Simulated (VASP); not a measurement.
# Al4CoNi3 (P4/mmm) in VASP: further runs

Al4CoNi3 is run at these levels: PBE; tasks: single point.

Everything below comes from runs of VASP 6.6.1. Logs are shortened: lines on timing, memory, paths and dates and some standing lists are left out, and cuts for length are marked.

### Step 1. The cell of the first run

The structure is tetragonal, space group P4/mmm (No. 123). Conventional cell: a = 4.083 Å, b = 4.083 Å, c = 5.767 Å, α = 90.00°, β = 90.00°, γ = 90.00°. Al (site symmetry 2mm) has 6 Ni at 2.49 to 2.50 Å and 2 Co at 2.49 Å and 6 Al at 2.87 to 2.90 Å within 3.3 Å. Ni (site symmetry 4/mmm) has 8 Al at 2.50 Å and 6 Ni at 2.88 to 2.89 Å within 3.3 Å. Within 3.3 Å of Ni (site symmetry 4/mmm) lie 8 Al at 2.49 Å and 2 Ni at 2.88 Å and 4 Co at 2.89 Å. Within 3.3 Å of Ni (site symmetry 4/mmm) lie 8 Al at 2.50 Å and 2 Co at 2.88 Å and 4 Ni at 2.89 Å. Within 3.3 Å of Co (site symmetry 4/mmm) lie 8 Al at 2.49 Å and 6 Ni at 2.88 to 2.89 Å.

### Step 2. Single point, PBE, collinear spin, ferromagnetic start

INCAR

```
SYSTEM = Al4CoNi3
PREC     = Accurate       ! precision mode
ENCUT    = 520            ! plane-wave cutoff, eV
EDIFF    = 1E-6           ! SCF threshold, eV
ISMEAR   = 0              ! smearing method
SIGMA    = 0.1            ! smearing width, eV
LREAL    = .FALSE.        ! projectors in reciprocal space
LASPH    = .TRUE.         ! aspherical terms in the spheres
NELM     = 150            ! most SCF steps
ALGO     = Normal         ! electronic algorithm
ISIF     = 2              ! what is computed and relaxed
LWAVE    = .FALSE.        ! write WAVECAR
LCHARG   = .FALSE.        ! write CHGCAR
ISPIN    = 2              ! spin polarisation
MAGMOM   = 0 0 0 0 0 0 0 0.66 ! initial moments
LORBIT   = 11             ! projections on sites
LMAXMIX  = 4              ! l up to which the mixer works
GGA      = PE             ! functional
NBANDS   = 40             ! bands
```

KPOINTS

```
regular mesh
0
G
  4 4 4
  0 0 0
```

POSCAR

```
Al4CoNi3
1.0
    4.0831348000      0.0000000000      0.0000000000
    0.0000000000      4.0831348000      0.0000000000
    0.0000000000      0.0000000000      5.7670757000
Al Ni Co
4 3 1
Direct
    0.0000000000      0.5000000000      0.7486610000
    0.0000000000      0.5000000000      0.2513390000
    0.5000000000      0.0000000000      0.7486610000
    0.5000000000      0.0000000000      0.2513390000
    0.0000000000      0.0000000000      0.0000000000
    0.0000000000      0.0000000000      0.5000000000
    0.5000000000      0.5000000000      0.0000000000
    0.5000000000      0.5000000000      0.5000000000
```

Potentials or basis: VASP PAW PBE potentials, release 64 (Al, Ni, Co).

The run is started by

```bash
cat potpaw_PBE.64/Al/POTCAR potpaw_PBE.64/Ni/POTCAR potpaw_PBE.64/Co/POTCAR > POTCAR
mpirun -np 1 vasp_std > vasp.out
```

OUTCAR:

```text
SYSTEM = Al4CoNi3
   PREC = Accurate
   ENCUT = 520
   EDIFF = 1E-6
   ISMEAR = 0
   LREAL = .FALSE.
   LASPH = .TRUE.
   NELM = 150
   ISIF = 2
   ISPIN = 2
   LORBIT = 11
   GGA = PE

 ion  position               nearest neighbor table
   1  0.000  0.500  0.749-   6 2.49   8 2.49   6 2.49   8 2.49   5 2.50   7 2.50   7 2.50   5 2.50
                             2 2.87   3 2.89   3 2.89   3 2.89   3 2.89   2 2.90
   2  0.000  0.500  0.251-   6 2.49   8 2.49   6 2.49   8 2.49   5 2.50   7 2.50   7 2.50   5 2.50
                             1 2.87   4 2.89   4 2.89   4 2.89   4 2.89   1 2.90
   3  0.500  0.000  0.749-   6 2.49   8 2.49   8 2.49   6 2.49   7 2.50   7 2.50   5 2.50   5 2.50
                             4 2.87   1 2.89   1 2.89   1 2.89   1 2.89   4 2.90
   4  0.500  0.000  0.251-   6 2.49   8 2.49   8 2.49   6 2.49   7 2.50   7 2.50   5 2.50   5 2.50
                             3 2.87   2 2.89   2 2.89   2 2.89   2 2.89   3 2.90
   5  0.000  0.000  0.000-   1 2.50   2 2.50   3 2.50   4 2.50   1 2.50   2 2.50   3 2.50   4 2.50
                             6 2.88   6 2.88   7 2.89   7 2.89   7 2.89   7 2.89
   6  0.000  0.000  0.500-   1 2.49   2 2.49   3 2.49   4 2.49   1 2.49   2 2.49   3 2.49   4 2.49
                             5 2.88   5 2.88   8 2.89   8 2.89   8 2.89   8 2.89
   7  0.500  0.500  0.000-   1 2.50   2 2.50   3 2.50   4 2.50   3 2.50   4 2.50   1 2.50   2 2.50
                             8 2.88   8 2.88   5 2.89   5 2.89   5 2.89   5 2.89
   8  0.500  0.500  0.500-   1 2.49   2 2.49   3 2.49   4 2.49   3 2.49   4 2.49   1 2.49   2 2.49
                             7 2.88   7 2.88   6 2.89   6 2.89   6 2.89   6 2.89

  LATTYP: Found a simple tetragonal cell.
 ALAT       =     4.0831348000
 C/A-ratio  =     1.4124137415

  Lattice vectors:

 A1 = (   4.0831348000,   0.0000000000,   0.0000000000)
 A2 = (   0.0000000000,   4.0831348000,   0.0000000000)
 A3 = (   0.0000000000,   0.0000000000,   5.7670757000)

Analysis of symmetry for initial positions (statically):
=====================================================================
 Subroutine PRICEL returns:
 Original cell was already a primitive cell.

 Routine SETGRP: Setting up the symmetry group for a
 simple tetragonal supercell.

 Subroutine GETGRP returns: Found 16 space group operations
 (whereof 16 operations were pure point group operations)
 out of a pool of 16 trial point group operations.

The static configuration has the point symmetry D_4h.

Analysis of symmetry for dynamics (positions and initial velocities):
=====================================================================
 Subroutine PRICEL returns:
 Original cell was already a primitive cell.

 Routine SETGRP: Setting up the symmetry group for a
 simple tetragonal supercell.

 Subroutine GETGRP returns: Found 16 space group operations
 (whereof 16 operations were pure point group operations)
 out of a pool of 16 trial point group operations.

The dynamic configuration has the point symmetry D_4h.

Analysis of structural, dynamic, and magnetic symmetry:
=====================================================================
 Subroutine PRICEL returns:
 Original cell was already a primitive cell.

 Routine SETGRP: Setting up the symmetry group for a
 simple tetragonal supercell.

 Subroutine GETGRP returns: Found 16 space group operations
 (whereof 16 operations were pure point group operations)
 out of a pool of 16 trial point group operations.

The overall configuration has the point symmetry D_4h.

 Subroutine INISYM returns: Found 16 space group operations
 (whereof 16 operations are pure point group operations),
 and found     1 'primitive' translations

----------------------------------------------------------------------------------------

                                     Primitive cell

  volume of cell :      96.1486

  direct lattice vectors                    reciprocal lattice vectors
     4.083134800  0.000000000  0.000000000     0.244909867  0.000000000  0.000000000
     0.000000000  4.083134800  0.000000000     0.000000000  0.244909867  0.000000000
     0.000000000  0.000000000  5.767075700     0.000000000  0.000000000  0.173398105

  length of vectors
     4.083134800  4.083134800  5.767075700     0.244909867  0.244909867  0.173398105

  position of ions in fractional coordinates (direct lattice)
[... 73 lines left out ...]
   NGXF,Y,Z  is equivalent  to a cutoff of  24.43, 24.43, 27.67 a.u.
 SYSTEM =  Al4CoNi3
   PREC   = accura    normal or accurate (medium, high low for compatibility)
   ISTART =      0    job   : 0-new  1-cont  2-samecut
   ICHARG =      2    charge: 1-file 2-atom 10-const
   ISPIN  =      2    spin polarized calculation?
   LNONCOLLINEAR =      F non collinear calculations
   LSORBIT =      F    spin-orbit coupling
   LASPH  =      T    aspherical Exc in radial PAW
   ENCUT  =  520.0 eV  38.22 Ry    6.18 a.u.   7.59  7.59 10.72*2*pi/ulx,y,z
   NELM   =    150;   NELMIN=  2; NELMDL= -5     # of ELM steps
   EDIFF  = 0.1E-05   stopping-criterion for ELM
   LREAL  =      F    real-space projection
   EDIFFG = 0.1E-04   stopping-criterion for IOM
   NSW    =      0    number of steps for IOM
   IBRION =     -1    ionic relax: 0-MD 1-quasi-New 2-CG
   NFREE  =      0    steps in history (QN), initial steepest desc. (CG)
   ISIF   =      2    stress and relaxation
   ISYM   =      2    0-nonsym 1-usesym 2-fastsym
   POTIM  = 0.5000    time-step for ionic-motion
   TEBEG  =    0.0;   TEEND  =   0.0 temperature during run
   PSTRESS=    0.0 pullay stress
   NELECT =      51.0000    total number of electrons
   NUPDOWN=      -1.0000    fix difference up-down
   EMIN   =  10.00;   EMAX   =-10.00  energy-range for DOS
   EFERMI =   0.00;   METHOD = LEGACY
   ISMEAR =     0;   SIGMA  =   0.10  broadening in eV -4-tet -1-fermi 0-gaus
   EFERMI_NEDOS =   21; number of points for ismear=-14 and -15
   IALGO  =     38    algorithm
   IMIX   =      4    mixing-type and parameters
     AMIX     =   0.40;   BMIX     =  1.00
     AMIX_MAG =   1.60;   BMIX_MAG =  1.00
  volume/ion in A,a.u.               =      12.02        81.11
  Fermi-wavevector in a.u.,A,eV,Ry     =   1.325207  2.504279 23.894208  1.756175
  Thomas-Fermi vector in A             =   2.454685
   LORBIT       =     11    0 simple, 1 ext, 2 COOP (PROOUT), +10 PAW based schemes
   GGA     = PE    functional components
   LHFCALC =     F    Hartree Fock is set to
   AEXX    =    0.0000 exact exchange contribution
   IVDW    =     0    specifies the selected vdW correction
   LEPSILON=     F    determine dielectric tensor
   LRPA    =     F    only Hartree local field effects (RPA)
 spin polarized calculation
 Gauss-broadening in eV      SIGMA  =   0.10
  energy-cutoff  :      520.00
  volume of cell :       96.15
 maximum number of plane-waves:      2616
   NGX = 15   NGY = 15   NGZ = 21

 number of electron      51.0000051 magnetization       1.5482627

 Free energy of the ion-electron system (eV)
  ---------------------------------------------------
  ext. energy  EPLUGINS =         0.00000000
  ---------------------------------------------------
  free energy    TOTEN  =       -43.45805615 eV

  energy without entropy =      -43.43439723  energy(sigma->0) =      -43.44622669

 E-fermi :   9.9186     XC(G=0): -12.0402

 val. band max:        9.8951422463   @ k =   0.5000   0.2500   0.5000
 cond. band min:       9.9222943544   @ k =   0.5000   0.2500   0.2500
 fundamental gap:      0.0271521081
 Fermi energy:         9.9186358044

 spin component 1

 k-point     1 :       0.0000    0.0000    0.0000
  band No.  band energies     occupation
      1      -1.0551      1.00000
      2       3.1425      1.00000
      3       3.2819      1.00000
      4       4.6861      1.00000
      5       5.8829      1.00000
      6       5.8829      1.00000
[... 709 lines left out ...]
     36      15.0662      0.00000
     37      21.2797      0.00000
 Fermi energy:         9.9186358044

 spin component 2

 k-point     1 :       0.0000    0.0000    0.0000
  band No.  band energies     occupation
      1      -1.0265      1.00000
      2       3.1658      1.00000
      3       3.3546      1.00000
      4       4.7788      1.00000
      5       6.0115      1.00000
      6       6.0115      1.00000
[... 709 lines left out ...]
     36      15.3016      0.00000
     37      21.3096      0.00000
 [bands above 37 left out]

------------------------ aborting loop because EDIFF is reached ----------------------------------------

  FORCE on cell =-STRESS in cart. coord.  units (eV):
  Direction    XX          YY          ZZ          XY          YZ          ZX
  --------------------------------------------------------------------------------------
  -------------------------------------------------------------------------------------
  Total        0.3346673      0.3346673     -0.0197003      0.0000000      0.0000000      0.0000000
  in kB        5.5767450      5.5767450     -0.3282772      0.0000000      0.0000000      0.0000000
  external PRESSURE =       3.6084042 kB  Pullay stress =       0.0000000 kB

 VOLUME and BASIS-vectors are now :
 -----------------------------------------------------------------------------
  energy-cutoff  :      520.00
  volume of cell :       96.15
      direct lattice vectors                 reciprocal lattice vectors
     4.083134800  0.000000000  0.000000000     0.244909867  0.000000000  0.000000000
     0.000000000  4.083134800  0.000000000     0.000000000  0.244909867  0.000000000
     0.000000000  0.000000000  5.767075700     0.000000000  0.000000000  0.173398105

 POSITION                                       TOTAL-FORCE (eV/Angst)
 -----------------------------------------------------------------------------------
      0.00000      2.04157      4.31758         0.000000      0.000000      0.006810
      0.00000      2.04157      1.44949         0.000000     -0.000000     -0.006810
      2.04157      0.00000      4.31758         0.000000      0.000000      0.006810
      2.04157      0.00000      1.44949         0.000000      0.000000     -0.006810
      0.00000      0.00000      0.00000         0.000000      0.000000      0.000000
      0.00000      0.00000      2.88354         0.000000      0.000000      0.000000
      2.04157      2.04157      0.00000         0.000000      0.000000      0.000000
      2.04157      2.04157      2.88354         0.000000      0.000000      0.000000
 -----------------------------------------------------------------------------------
    total drift:                                0.000000      0.000000      0.000000

  FREE ENERGIE OF THE ION-ELECTRON SYSTEM (eV)
  ---------------------------------------------------
  free  energy   TOTEN  =       -43.4580561482 eV

  energy  without entropy=      -43.4343972268  energy(sigma->0) =      -43.44622669

 total charge

# of ion       s       p       d       tot
------------------------------------------
    1        0.385   0.414   0.000   0.799
    2        0.385   0.414   0.000   0.799
    3        0.385   0.414   0.000   0.799
    4        0.385   0.414   0.000   0.799
    5        0.473   0.503   8.473   9.448
    6        0.471   0.536   8.440   9.447
    7        0.466   0.520   8.450   9.437
    8        0.430   0.485   7.466   8.381
--------------------------------------------------
tot          3.379   3.701  32.829  39.909

 magnetization (x)

# of ion       s       p       d       tot
------------------------------------------
    1        0.000   0.007   0.000   0.007
    2        0.000   0.007   0.000   0.007
    3        0.000   0.007   0.000   0.007
    4        0.000   0.007   0.000   0.007
    5        0.007   0.019   0.100   0.126
    6        0.003  -0.006   0.264   0.262
    7        0.004   0.004   0.203   0.211
    8        0.017   0.012   0.872   0.901
--------------------------------------------------
tot          0.031   0.058   1.439   1.527
```

Wall time 2.3 min (1 thread of Intel Xeon Platinum 8488C (Sapphire Rapids), shared host); peak memory 0.29 GiB.

Results:

| Quantity | Value |
| --- | --- |
| Free energy | -43.4581 eV |
| Pressure | 0.4 GPa |
| Largest force | 0.007 eV/Å |
| Net moment | 1.55 μB per cell |
| Site moments | Al +0.01; Ni +0.13, +0.26, +0.21; Co +0.90 μB |
| Valence electrons inside the program's atomic spheres | Al 0.80; Ni 9.45, 9.44 (each value once); Co 8.38 |

Forces in eV/Å, atoms in the order of the input:
```
Al   0.000  0.000  0.007
Al   0.000  0.000 -0.007
Al   0.000  0.000  0.007
Al   0.000  0.000 -0.007
Ni   0.000  0.000  0.000
Ni   0.000  0.000  0.000
Ni   0.000  0.000  0.000
Co   0.000  0.000  0.000
```

Stress tensor (GPa, compression positive):
```
 0.56  0.00  0.00
 0.00  0.56  0.00
 0.00  0.00 -0.03
```

Levels at points of the mesh, in eV from the Fermi level:
Spin up:
```
           k point  band 23  band 24  band 25  band 26  band 27  band 28  band 29  band 30
(0.00, 0.00, 0.00)    -1.08    -1.05    -0.71     1.56     2.14     2.15     2.15     2.60
(0.50, 0.00, 0.00)    -1.19    -1.04    -0.65    -0.54     1.05     1.10     2.64     2.80
(0.50, 0.50, 0.00)    -1.36    -1.36    -1.11    -1.10    -0.74    -0.67     1.54     1.63
(0.00, 0.00, 0.50)    -0.24    -0.24    -0.18    -0.18     0.87     0.90     1.67     1.79
(0.50, 0.00, 0.50)    -1.91    -1.91     2.26     2.26     2.31     2.33     2.36     2.40
(0.50, 0.50, 0.50)    -1.60    -1.60    -0.84    -0.76    -0.72    -0.67     4.80     4.80
```
Spin down:
```
           k point  band 22  band 23  band 24  band 25  band 26  band 27
(0.00, 0.00, 0.00)    -0.81    -0.67    -0.03     0.07     1.92     2.18
(0.50, 0.00, 0.00)    -1.22    -1.12    -0.64    -0.40     0.29     1.21
(0.50, 0.50, 0.00)    -1.27    -1.02    -1.02    -0.76    -0.58     0.05
(0.00, 0.00, 0.50)    -0.20    -0.20    -0.03     0.05     0.05     1.01
(0.50, 0.00, 0.50)    -1.52    -1.35    -1.11     2.40     2.41     2.46
(0.50, 0.50, 0.50)    -1.28    -1.16    -1.16    -0.50    -0.50     0.06
```

Caveat: the k points lie up to 0.38 Å⁻¹ apart.

### Step 3. Single point, PBE, collinear spin, ferromagnetic start

INCAR

```
SYSTEM = Al4CoNi3
ALGO     = Normal         ! electronic algorithm
EDIFF    = 1E-7           ! SCF threshold, eV
ENCUT    = 520            ! plane-wave cutoff, eV
GGA      = PE             ! functional
ISIF     = 2              ! what is computed and relaxed
ISMEAR   = 0              ! smearing method
ISPIN    = 2              ! spin polarisation
LASPH    = .True.         ! aspherical terms in the spheres
LCHARG   = .False.        ! write CHGCAR
LMAXMIX  = 4              ! l up to which the mixer works
LORBIT   = 11             ! projections on sites
LREAL    = .False.        ! projectors in reciprocal space
LWAVE    = .False.        ! write WAVECAR
MAGMOM   = 0 0 0 0 0 0.15 0 0.66 ! initial moments
NBANDS   = 40             ! bands
NELM     = 150            ! most SCF steps
PREC     = Accurate       ! precision mode
SIGMA    = 0.2            ! smearing width, eV
```

KPOINTS

```
k-points
0
Gamma
  6 6 4
  0 0 0
```

POSCAR is that of step 2.

Potentials or basis: VASP PAW PBE potentials, release 64 (Al, Ni, Co).

The run is started by

```bash
cat potpaw_PBE.64/Al/POTCAR potpaw_PBE.64/Ni/POTCAR potpaw_PBE.64/Co/POTCAR > POTCAR
mpirun -np 1 vasp_std > vasp.out
```

It took 4.3 min on 1 thread of Intel Xeon Platinum 8488C (Sapphire Rapids), shared host; peak memory 0.34 GiB.

It converged, with:

```yaml
Free_energy: -43.5183 eV
Pressure: 0.0 GPa
Largest_force: 0.022 eV/Å
Net_moment: 0.75 μB per cell
Site_moments: Al +0.00; Ni +0.03, +0.12, +0.09; Co +0.54 μB
Valence_electrons_inside_the_program's_atomic_spheres: Al 0.80; Ni 9.45, 9.44 (each value once); Co 8.40
```

Forces in eV/Å, atoms in the order of the input:
```
Al   0.000  0.000 -0.022
Al   0.000  0.000  0.022
Al   0.000  0.000 -0.022
Al   0.000  0.000  0.022
Ni   0.000  0.000  0.000
Ni   0.000  0.000  0.000
Ni   0.000  0.000  0.000
Co   0.000  0.000  0.000
```

Stress tensor (GPa, compression positive):
```
-0.20  0.00  0.00
 0.00 -0.20  0.00
 0.00  0.00  0.44
```

Levels at points of the mesh, in eV from the Fermi level:
Spin up:
```csv
k point,band 24,band 25,band 26,band 27,band 28,band 29
"(0.00, 0.00, 0.00)",-0.86,-0.59,1.57,2.07,2.07,2.08
"(0.50, 0.00, 0.00)",-0.96,-0.67,-0.40,1.03,1.13,2.57
"(0.50, 0.50, 0.00)",-1.30,-1.08,-0.97,-0.66,-0.54,1.55
"(0.00, 0.00, 0.50)",-0.30,-0.18,-0.18,0.83,0.94,1.62
"(0.50, 0.00, 0.50)",-1.74,2.20,2.22,2.29,2.29,2.30
"(0.50, 0.50, 0.50)",-1.49,-0.78,-0.74,-0.66,-0.43,4.72
```
Spin down:
| k point | band 23 | band 24 | band 25 | band 26 | band 27 | band 28 |
| --- | --- | --- | --- | --- | --- | --- |
| (0.00, 0.00, 0.00) | -0.84 | -0.27 | -0.10 | 1.77 | 2.08 | 2.08 |
| (0.50, 0.00, 0.00) | -1.22 | -0.72 | -0.56 | 0.11 | 1.07 | 1.38 |
| (0.50, 0.50, 0.00) | -1.10 | -1.10 | -0.94 | -0.76 | -0.14 | -0.13 |
| (0.00, 0.00, 0.50) | -0.30 | -0.27 | -0.06 | -0.06 | 0.88 | 1.19 |
| (0.50, 0.00, 0.50) | -1.55 | -1.24 | 2.25 | 2.28 | 2.33 | 2.36 |
| (0.50, 0.50, 0.50) | -1.23 | -1.23 | -0.69 | -0.68 | -0.13 | 0.17 |
